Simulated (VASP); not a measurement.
# Ta3As5 (P4/mmm) in VASP: notebook, part 2 of 2

VASP 6.6.1. Earlier steps stand in the parts before.

### Step 4. Relaxation of cell and atoms, PBE

INCAR reads:

```
PREC = Accurate ; ENCUT = 600
EDIFF = 1E-7 ; ISMEAR = 0
SIGMA = 0.1 ; LREAL = F
LASPH = T ; NELM = 80
ALGO = Normal ; ISIF = 3
LWAVE = F ; LCHARG = F
GGA = PE ; IBRION = 2
NSW = 90 ; EDIFFG = -0.04
```

KPOINTS reads:

```
Automatic mesh
0
Gamma
  6 6 2
```

POSCAR reads:

```
Ta3As5
1.0
    3.6927724800      0.0000000000      0.0000000000
    0.0000000000      3.6927724800      0.0000000000
    0.0000000000      0.0000000000     12.9422450100
Ta As
3 5
Direct
    0.5000000000      0.5000000000      0.1250000000
    0.5000000000      0.5000000000      0.8750000000
    0.0000000000      0.0000000000      0.5000000000
    0.0000000000      0.0000000000      0.2500000000
    0.0000000000      0.0000000000      0.7500000000
    0.0000000000      0.0000000000      0.0000000000
    0.5000000000      0.5000000000      0.3750000000
    0.5000000000      0.5000000000      0.6250000000
```

Potentials or basis: VASP PAW PBE potentials, release 64 (Ta_pv, As).

On the command line:

```
$ cat potpaw_PBE.64/Ta_pv/POTCAR potpaw_PBE.64/As/POTCAR > POTCAR
$ mpirun -np 1 vasp_std > vasp.out
```

OUTCAR:

```text
PREC = Accurate
   ENCUT = 600
   EDIFF = 1E-7
   ISMEAR = 0
   LREAL = F
   LASPH = T
   NELM = 80
   ISIF = 3
   GGA = PE
   IBRION = 2
   NSW = 90
   EDIFFG = -0.04

 ion  position               nearest neighbor table
   1  0.500  0.500  0.125-   4 3.07   6 3.07   4 3.07   6 3.07   4 3.07   6 3.07   4 3.07   6 3.07
                             2 3.24   7 3.24
   2  0.500  0.500  0.875-   5 3.07   6 3.07   5 3.07   6 3.07   5 3.07   6 3.07   5 3.07   6 3.07
                             1 3.24   8 3.24
   3  0.000  0.000  0.500-   7 3.07   8 3.07   7 3.07   8 3.07   7 3.07   8 3.07   7 3.07   8 3.07
                             4 3.24   5 3.24
   4  0.000  0.000  0.250-   1 3.07   1 3.07   1 3.07   1 3.07   3 3.24
   5  0.000  0.000  0.750-   2 3.07   2 3.07   2 3.07   2 3.07   3 3.24
   6  0.000  0.000  0.000-   1 3.07   2 3.07   1 3.07   2 3.07   1 3.07   2 3.07   1 3.07   2 3.07

   7  0.500  0.500  0.375-   3 3.07   3 3.07   3 3.07   3 3.07   1 3.24
   8  0.500  0.500  0.625-   3 3.07   3 3.07   3 3.07   3 3.07   2 3.24
[... 1068 lines left out ...]

 number of electron      58.0000000 magnetization

------------------------ aborting loop because EDIFF is reached ----------------------------------------
[... 79 lines left out ...]
--------------------------------------- Ionic step       12  -------------------------------------------

 number of electron      58.0000000 magnetization

 Free energy of the ion-electron system (eV)
  ---------------------------------------------------
  ext. energy  EPLUGINS =         0.00000000
  ---------------------------------------------------
  free energy    TOTEN  =       -60.78118464 eV

  energy without entropy =      -60.74830898  energy(sigma->0) =      -60.76474681

 E-fermi :   7.5904     XC(G=0): -11.9046

 val. band max:        7.5598596724   @ k =   0.3333   0.1667   0.5000
 cond. band min:       7.5913441347   @ k =   0.0000   0.0000   0.5000
 fundamental gap:      0.0314844623
 Fermi energy:         7.5903785506

 k-point     1 :       0.0000    0.0000    0.0000
  band No.  band energies     occupation
      1     -27.4384      2.00000
      2     -27.3910      2.00000
      3     -27.3907      2.00000
      4     -27.3907      2.00000
      5     -27.3019      2.00000
      6     -27.3019      2.00000
[... 764 lines left out ...]
  FREE ENERGIE OF THE ION-ELECTRON SYSTEM (eV)
  ---------------------------------------------------
  free  energy   TOTEN  =       -60.7811846352 eV

  energy  without entropy=      -60.7483089777  energy(sigma->0) =      -60.76474681

 reached required accuracy - stopping structural energy minimisation
```

OSZICAR:

```text
N       E                     dE             d eps       ncg     rms          rms(c)
DAV:   1     0.444386643440E+03    0.44439E+03   -0.31039E+04  1368   0.175E+03
DAV:   2    -0.290330972431E+02   -0.47342E+03   -0.46709E+03  1550   0.386E+02
[... 140 lines left out ...]
DAV:   1    -0.607801186255E+02    0.37790E-03   -0.17551E-01  1360   0.240E+00    0.704E-02
DAV:   2    -0.607812264126E+02   -0.11078E-02   -0.12603E-02  1466   0.617E-01    0.396E-02
DAV:   3    -0.607811959018E+02    0.30511E-04   -0.37731E-04  1646   0.987E-02    0.244E-02
DAV:   4    -0.607811872017E+02    0.87001E-05   -0.83968E-05  1698   0.401E-02    0.158E-02
DAV:   5    -0.607811848709E+02    0.23308E-05   -0.28367E-05  1714   0.233E-02    0.769E-03
DAV:   6    -0.607811845939E+02    0.27704E-06   -0.45292E-06  1708   0.970E-03    0.343E-03
DAV:   7    -0.607811846352E+02   -0.41340E-07   -0.47115E-07  1328   0.322E-03
  12 F= -.60781185E+02 E0= -.60764747E+02  d E =-.688012E-03
```

CONTCAR:

```text
Ta3As5
   1.00000000000000
     3.3926192293684228   -0.0000000000000000   -0.0000000000000000
    -0.0000000000000000    3.3926192293684228    0.0000000000000000
    -0.0000000000000000    0.0000000000000000   11.7757704873760538
  Ta              As
     3     5
Direct
     0.5000000000000000    0.5000000000000000    0.1373231858710435
     0.5000000000000000    0.5000000000000000    0.8626768141289566
     1.0000000000000000    0.0000000000000000    0.5000000000000000
     0.0000000000000000    0.0000000000000000    0.2425658246324370
     0.0000000000000000    0.0000000000000000    0.7574341753675630
     1.0000000000000000    0.0000000000000000    0.0000000000000000
     0.5000000000000000    0.5000000000000000    0.3816852163134382
     0.5000000000000000    0.5000000000000000    0.6183147836865618

  0.00000000E+00  0.00000000E+00  0.00000000E+00
  0.00000000E+00  0.00000000E+00  0.00000000E+00
  0.00000000E+00  0.00000000E+00  0.00000000E+00
  0.00000000E+00  0.00000000E+00  0.00000000E+00
  0.00000000E+00  0.00000000E+00  0.00000000E+00
  0.00000000E+00  0.00000000E+00  0.00000000E+00
  0.00000000E+00  0.00000000E+00  0.00000000E+00
  0.00000000E+00  0.00000000E+00  0.00000000E+00
```

Run time: 15 min. Hardware: 1 thread of AMD EPYC 9R45 (Zen 5), shared host; peak memory 0.37 GiB.

Results:

* Free energy: -60.7812 eV
* Relaxed volume: 16.94 Å³/atom
* Relaxed cell: a = 3.393 Å, b = 3.393 Å, c = 11.776 Å, α = 90.00°, β = 90.00°, γ = 90.00°
* Space group after relaxing (to 0.1 Å): P4/mmm (No. 123)
* Energy gained by relaxing: 529.7 meV/atom
* Ionic steps: 12
* Pressure after relaxing: 0.1 GPa
* Largest force after relaxing: 0.038 eV/Å
* Band gap on the k mesh: zero (bands 29 and 30 overlap by 1.09 eV)

Forces in eV/Å, atoms in the order of the input:
```
Ta   0.000  0.000  0.038
Ta   0.000  0.000 -0.038
Ta   0.000  0.000  0.000
As   0.000  0.000  0.017
As   0.000  0.000 -0.017
As   0.000  0.000  0.000
As   0.000  0.000  0.007
As   0.000  0.000 -0.007
```

The path:
```csv
step,energy change (eV),largest force (eV/Å),pressure (GPa),volume (Å³)
1,0.0000,1.3254,-22.69,176.49
2,-0.0920,2.4919,56.70,108.07
3,-3.9445,1.5428,-1.14,135.95
4,-3.9533,1.5835,0.21,134.75
5,-3.9534,1.6090,1.11,133.99
6,-4.1788,0.6473,1.74,133.65
7,-4.2103,0.1681,2.41,133.47
8,-4.2095,0.1626,-3.04,138.37
9,-4.2338,0.1182,-0.38,135.85
10,-4.2369,0.0763,-0.01,135.55
11,-4.2369,0.0720,0.04,135.51
12,-4.2376,0.0380,0.06,135.54
```

Final structure:
```xyz
8
Lattice="3.3926 0.0000 0.0000 0.0000 3.3926 0.0000 0.0000 0.0000 11.7758" Properties=species:S:1:pos:R:3 pbc="T T T"
Ta    1.6963    1.6963    1.6171
Ta    1.6963    1.6963   10.1587
Ta    3.3926    0.0000    5.8879
As    0.0000    0.0000    2.8564
As    0.0000    0.0000    8.9194
As    3.3926    0.0000    0.0000
As    1.6963    1.6963    4.4946
As    1.6963    1.6963    7.2811
```

Levels at points of the mesh, in eV from the Fermi level:
| k point | band 25 | band 26 | band 27 | band 28 | band 29 | band 30 | band 31 | band 32 | band 33 | band 34 |
| --- | --- | --- | --- | --- | --- | --- | --- | --- | --- | --- |
| (0.00, 0.00, 0.00) | -1.34 | -1.34 | -0.93 | -0.56 | -0.29 | -0.29 | 0.76 | 0.76 | 1.07 | 1.33 |
| (0.50, 0.00, 0.00) | -2.22 | -2.16 | 0.23 | 0.41 | 0.55 | 1.03 | 1.31 | 1.31 | 1.61 | 1.74 |
| (0.50, 0.50, 0.00) | -3.25 | -2.88 | -2.88 | -1.02 | -0.90 | 1.15 | 1.15 | 1.50 | 1.90 | 3.27 |
| (0.00, 0.00, 0.50) | -1.55 | -1.55 | -1.21 | -0.65 | 0.00 | 0.00 | 0.56 | 0.56 | 1.35 | 1.36 |
| (0.50, 0.00, 0.50) | -2.17 | -1.87 | -0.10 | 0.31 | 0.72 | 1.17 | 1.42 | 1.56 | 1.75 | 2.02 |
| (0.50, 0.50, 0.50) | -2.90 | -2.90 | -2.45 | -2.31 | -0.37 | 1.07 | 1.15 | 1.15 | 2.76 | 3.27 |

Caveat: the volume moved by over 15 % at a fixed basis, so the end points are rough; spin-orbit coupling is left out, which moves the levels of the heavy elements.

### Step 5. Single point, PBE

This run uses another cell than the first one, of 16.87 Å³/atom.

INCAR reads:

```
ALGO = Normal
EDIFF = 1E-6
ENCUT = 520
GGA = PE
ISIF = 2
ISMEAR = 0
LASPH = True
LCHARG = False
LREAL = False
LWAVE = False
NBANDS = 39
NELM = 80
PREC = Accurate
SIGMA = 0.1
```

KPOINTS reads:

```
k-points
0
Gamma
  12 12 4
```

POSCAR reads:

```
Ta3As5
1.0
    3.3901857856      0.0000000000      0.0000000000
    0.0000000000      3.3901857856      0.0000000000
    0.0000000000      0.0000000000     11.7443766529
Ta As
3 5
Direct
    0.5000000000      0.5000000000      0.1389728500
    0.5000000000      0.5000000000      0.8610271500
    0.0000000000      0.0000000000      0.5000000000
    0.0000000000      0.0000000000      0.2449186486
    0.0000000000      0.0000000000      0.7550813514
    0.0000000000      0.0000000000      0.0000000000
    0.5000000000      0.5000000000      0.3820498854
    0.5000000000      0.5000000000      0.6179501146
```

On the command line:

```
$ cat potpaw_PBE.64/Ta_pv/POTCAR potpaw_PBE.64/As/POTCAR > POTCAR
$ mpirun -np 1 vasp_std > vasp.out
```

It took 4.7 min on 1 thread of AMD EPYC 9R45 (Zen 5), shared host; peak memory 0.45 GiB.

The run converged. Its results:

```
Free energy            : -60.7825 eV
Pressure               : 0.3 GPa
Largest force          : 0.014 eV/Å
Band gap on the k mesh : zero (bands 29 and 30 overlap by 1.16 eV)
```

Forces on the atoms (eV/Å):
```
Ta   0.000  0.000 -0.010
Ta   0.000  0.000  0.010
Ta   0.000  0.000  0.000
As   0.000  0.000  0.008
As   0.000  0.000 -0.008
As   0.000  0.000  0.000
As   0.000  0.000 -0.014
As   0.000  0.000  0.014
```

Stress tensor (GPa, compression positive):
```
0.28 0.00 0.00
0.00 0.28 0.00
0.00 0.00 0.36
```

Levels at points of the mesh, in eV from the Fermi level:
```tsv
k point	band 27	band 28	band 29	band 30	band 31	band 32
(0.00, 0.00, 0.00)	-0.85	-0.66	-0.28	-0.28	0.77	0.77
(0.50, 0.00, 0.00)	0.24	0.33	0.52	1.04	1.30	1.40
(0.50, 0.50, 0.00)	-2.87	-0.99	-0.94	1.13	1.13	1.45
(0.00, 0.00, 0.50)	-1.30	-0.72	0.04	0.04	0.55	0.55
(0.50, 0.00, 0.50)	-0.12	0.26	0.76	1.13	1.45	1.55
(0.50, 0.50, 0.50)	-2.50	-2.31	-0.37	1.07	1.13	1.13
```

Caveat: spin-orbit coupling is left out, which moves the levels of the heavy elements.

### Step 6. The runs side by side

| task | cell | k mesh | cutoff (eV) | gap on the mesh (eV) | pressure (GPa) | largest force (eV/Å) |
| --- | --- | --- | --- | --- | --- | --- |
| single point | a = 3.693, b = 3.693, c = 12.942 Å, 8 atoms, atomic positions A | 6 × 6 × 2 | 520 | none | -22.7 | 1.33 |
| single point | a = 3.392, b = 3.392, c = 11.761 Å, 8 atoms, atomic positions B | 6 × 6 × 2 | 520 | none | 0.4 | 0.03 |
| relaxation of cell and atoms | relaxed from a = 3.693, b = 3.693, c = 12.942 Å, 8 atoms, atomic positions A | 6 × 6 × 2 | 600 | none | 0.1 | 0.04 |
| single point | a = 3.390, b = 3.390, c = 11.744 Å, 8 atoms, atomic positions C | 12 × 12 × 4 | 520 | none | 0.3 | 0.01 |

Alike in all rows: level PBE; potentials or basis VASP PAW PBE potentials, release 64 (Ta_pv, As); no spin polarisation; smearing gaussian 0.1 eV.

Caveats: spin-orbit coupling is left out, which moves the levels of the heavy elements; the cell stands under tension (at least some runs); forces of over 1 eV/Å act on the atoms, so gaps and moduli don't describe the material at rest (at least some runs); the volume moved by over 15 % at a fixed basis, so the end points are rough (at least some runs).

Absolute energies hang on the potentials; compare differences alone.
